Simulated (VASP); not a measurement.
# SnO (P1) in VASP: single point with LDA

Aim: the single point of SnO with LDA.

All numbers are computed with VASP 6.6.1; they aren't measurements. Logs are shortened: lines on timing, memory, paths and dates and some standing lists are left out, and cuts for length are marked.

### 1 The cell of the first run

The typed cell holds 4 atoms: a = 3.343 Å, b = 5.641 Å, c = 4.243 Å, α = 89.17°, β = 89.96°, γ = 90.22°.

### 2 Single point, LDA (atoms moved at random and the cell strained at random)

File INCAR:

```
SYSTEM = SnO
ALGO     = Normal         ! electronic algorithm
EDIFF    = 1E-6           ! SCF threshold, eV
ENCUT    = 520            ! plane-wave cutoff, eV
GGA      = CA             ! functional
ISIF     = 2              ! what is computed and relaxed
ISMEAR   = 0              ! smearing method
LASPH    = .True.         ! aspherical terms in the spheres
LCHARG   = .False.        ! write CHGCAR
LREAL    = .False.        ! projectors in reciprocal space
LWAVE    = .False.        ! write WAVECAR
NBANDS   = 28             ! bands
NELM     = 80             ! most SCF steps
PREC     = Accurate       ! precision mode
SIGMA    = 0.05           ! smearing width, eV
```

File KPOINTS:

```
k-points
0
Gamma
  8 6 6
  0 0 0
```

File POSCAR:

```
SnO
1.0
    3.3433575761     -0.0063770770      0.0010765931
   -0.0107851398      5.6409632544      0.0411591889
    0.0013547949      0.0306256038      4.2429822706
Sn O
2 2
Direct
    0.0005396092      0.2333865036      0.5400299941
    0.4910472629      0.7804956539     -0.0025477725
    0.0269316684      0.8921030059      0.7239736682
    0.4814814595      0.0940148365      0.2385461102
```

Potentials or basis: VASP PAW LDA potentials, release 64 (Sn_d, O).

Command:

```sh
> cat potpaw_LDA.64/Sn_d/POTCAR potpaw_LDA.64/O/POTCAR > POTCAR
> mpirun -np 1 vasp_std > vasp.out
```

OUTCAR:

```text
SYSTEM = SnO
   EDIFF = 1E-6
   ENCUT = 520
   GGA = CA
   ISIF = 2
   ISMEAR = 0
   LASPH = .True.
   LREAL = .False.
   NELM = 80
   PREC = Accurate

 ion  position               nearest neighbor table
   1  0.001  0.233  0.540-   3 2.07   4 2.21   4 2.30   2 3.59   2 3.61
   2  0.491  0.780  0.997-   3 2.03   4 2.06   3 2.22   1 3.59   1 3.61
   3  0.027  0.892  0.724-   2 2.03   1 2.07   2 2.22
   4  0.481  0.094  0.239-   2 2.06   1 2.21   1 2.30

  LATTYP: Found a triclinic cell.
 ALAT       =     6.5464787707
 B/A-ratio  =     0.5107117808
 C/A-ratio  =     0.6481488997
 COS(alpha) =     0.0006275271
 COS(beta)  =     0.0128264084
 COS(gamma) =     0.5074227843

  Lattice vectors:

 A1 = (  -3.3325724363,  -5.6345861774,  -0.0422357820)
 A2 = (  -3.3433575761,   0.0063770770,  -0.0010765931)
 A3 = (  -0.0013547949,  -0.0306256038,  -4.2429822706)

Analysis of symmetry for initial positions (statically):
=====================================================================
 Subroutine PRICEL returns:
 Original cell was already a primitive cell.

 Routine SETGRP: Setting up the symmetry group for a
 triclinic supercell.

 Subroutine GETGRP returns: Found  1 space group operations
 (whereof  1 operations were pure point group operations)
 out of a pool of  2 trial point group operations.

The static configuration has the point symmetry C_1 .

Analysis of symmetry for dynamics (positions and initial velocities):
=====================================================================
 Subroutine PRICEL returns:
 Original cell was already a primitive cell.

 Routine SETGRP: Setting up the symmetry group for a
 triclinic supercell.

 Subroutine GETGRP returns: Found  1 space group operations
 (whereof  1 operations were pure point group operations)
 out of a pool of  2 trial point group operations.

The dynamic configuration has the point symmetry C_1 .

 Subroutine INISYM returns: Found  1 space group operations
 (whereof  1 operations are pure point group operations),
 and found     1 'primitive' translations

----------------------------------------------------------------------------------------

                                     Primitive cell

  volume of cell :      80.0171

  direct lattice vectors                    reciprocal lattice vectors
     3.343357576 -0.006377077  0.001076593     0.299101647  0.000572589 -0.000099637
[... 82 lines left out ...]
   ISTART =      0    job   : 0-new  1-cont  2-samecut
   ICHARG =      2    charge: 1-file 2-atom 10-const
   ISPIN  =      1    spin polarized calculation?
   LNONCOLLINEAR =      F non collinear calculations
   LSORBIT =      F    spin-orbit coupling
   LASPH  =      T    aspherical Exc in radial PAW
   ENCUT  =  520.0 eV  38.22 Ry    6.18 a.u.   6.22 10.49  7.89*2*pi/ulx,y,z
   NELM   =     80;   NELMIN=  2; NELMDL= -5     # of ELM steps
   EDIFF  = 0.1E-05   stopping-criterion for ELM
   LREAL  =      F    real-space projection
[... 7 lines left out ...]
   TEBEG  =    0.0;   TEEND  =   0.0 temperature during run
   PSTRESS=    0.0 pullay stress
   NELECT =      40.0000    total number of electrons
   NUPDOWN=      -1.0000    fix difference up-down
   EMIN   =  10.00;   EMAX   =-10.00  energy-range for DOS
   EFERMI =   0.00;   METHOD = LEGACY
   ISMEAR =     0;   SIGMA  =   0.05  broadening in eV -4-tet -1-fermi 0-gaus
   EFERMI_NEDOS =   21; number of points for ismear=-14 and -15
   IALGO  =     38    algorithm
   IMIX   =      4    mixing-type and parameters
     AMIX     =   0.40;   BMIX     =  1.00
     AMIX_MAG =   1.60;   BMIX_MAG =  1.00
  volume/ion in A,a.u.               =      20.00       135.00
  Fermi-wavevector in a.u.,A,eV,Ry     =   1.299273  2.455271 22.968151  1.688111
  Thomas-Fermi vector in A             =   2.430548
   LORBIT       =      0    0 simple, 1 ext, 2 COOP (PROOUT), +10 PAW based schemes
   GGA     = CA    functional components
   LHFCALC =     F    Hartree Fock is set to
   AEXX    =    0.0000 exact exchange contribution
   IVDW    =     0    specifies the selected vdW correction
   LEPSILON=     F    determine dielectric tensor
   LRPA    =     F    only Hartree local field effects (RPA)
 non-spin polarized calculation
 Gauss-broadening in eV      SIGMA  =   0.05
  energy-cutoff  :      520.00
  volume of cell :       80.02
 maximum number of plane-waves:      2170
 NGX is ok and might be reduce to    28
   NGX = 13   NGY = 21   NGZ = 15

 number of electron      39.9999988 magnetization

 Free energy of the ion-electron system (eV)
  ---------------------------------------------------
  ext. energy  EPLUGINS =         0.00000000
  ---------------------------------------------------
  free energy    TOTEN  =       -24.96921776 eV

  energy without entropy =      -24.96921776  energy(sigma->0) =      -24.96921776

 E-fermi :   4.9059     XC(G=0):  -9.9666

 val. band max:        4.6029223673   @ k =   0.0000   0.0000   0.0000
 cond. band min:       5.7219947652   @ k =   0.5000   0.3333   0.1667
 fundamental gap:      1.1190723978
 Fermi energy:         4.9059422168

 k-point     1 :       0.0000    0.0000    0.0000
  band No.  band energies     occupation
      1     -16.6385      2.00000
      2     -16.2903      2.00000
      3     -16.2102      2.00000
      4     -16.1471      2.00000
      5     -16.1173      2.00000
      6     -16.1049      2.00000
[... 733 lines left out ...]
     27      13.4941      0.00000
     28      14.6087      0.00000

 [... further k-points ...]

------------------------ aborting loop because EDIFF is reached ----------------------------------------

  FORCE on cell =-STRESS in cart. coord.  units (eV):
  Direction    XX          YY          ZZ          XY          YZ          ZX
  --------------------------------------------------------------------------------------
  -------------------------------------------------------------------------------------
  Total       -2.0843496     -0.1573239     -1.6480580     -0.1632062     -1.8673576      0.6074598
  in kB      -41.7347992     -3.1500861    -32.9989606     -3.2678680    -37.3899832     12.1631284
  external PRESSURE =     -25.9612820 kB  Pullay stress =       0.0000000 kB

 VOLUME and BASIS-vectors are now :
 -----------------------------------------------------------------------------
  energy-cutoff  :      520.00
  volume of cell :       80.02
      direct lattice vectors                 reciprocal lattice vectors
     3.343357576 -0.006377077  0.001076593     0.299101647  0.000572589 -0.000099637
    -0.010785140  5.640963254  0.041159189     0.000338563  0.177284673 -0.001279739
     0.001354795  0.030625604  4.242982271    -0.000079177 -0.001719901  0.235695724

 POSITION                                       TOTAL-FORCE (eV/Angst)
 -----------------------------------------------------------------------------------
      0.00002      1.33306      2.30094        -0.043063     -0.552211     -1.324429
      1.63468      4.43016      4.26483         0.704270     -0.718922      0.506272
      0.08140      5.05432      3.10855        -0.992642      0.257202      0.091600
      1.60907      0.53457      1.01653         0.331436      1.013932      0.726558
 -----------------------------------------------------------------------------------
    total drift:                               -0.000023      0.000453      0.000715

  FREE ENERGIE OF THE ION-ELECTRON SYSTEM (eV)
  ---------------------------------------------------
  free  energy   TOTEN  =       -24.9692177563 eV

  energy  without entropy=      -24.9692177563  energy(sigma->0) =      -24.96921776
```

stdout:

```text
POSCAR found type information on POSCAR SnO
 POSCAR found :  2 types and       4 ions
 scaLAPACK will be used
 LDA part: xc-table for (Slater(with rela. corr.)+CA(PZ))
 , standard interpolation
 POSCAR, INCAR and KPOINTS ok, starting setup
 FFT: planning ... GRIDC
 FFT: planning ... GRID_SOFT
 FFT: planning ... GRID
 WAVECAR not read
 entering main loop
```

It took 2.3 min on 1 thread of Intel Xeon 6975P-C (Granite Rapids), shared host; peak memory 0.37 GiB.

What came out:

```yaml
Free_energy: -24.9692 eV
Pressure: -2.6 GPa
Largest_force: 1.436 eV/Å
Band_gap_on_the_k_mesh: 1.12 eV (least direct gap 1.53 eV)
```

Forces in eV/Å, atoms in the order of the input:
```
Sn  -0.043 -0.552 -1.324
Sn   0.704 -0.719  0.506
O   -0.993  0.257  0.092
O    0.331  1.014  0.727
```

Stress tensor (GPa, compression positive):
```
-4.17 -0.33  1.22
-0.33 -0.32 -3.74
 1.22 -3.74 -3.30
```

Caveat: the cell differs from its parent crystal (atoms moved at random and the cell strained at random); spin-orbit coupling is left out, which moves the levels of the heavy elements; forces of over 1 eV/Å act on the atoms, so gaps and moduli don't describe the material at rest. A k mesh can miss the band edges.
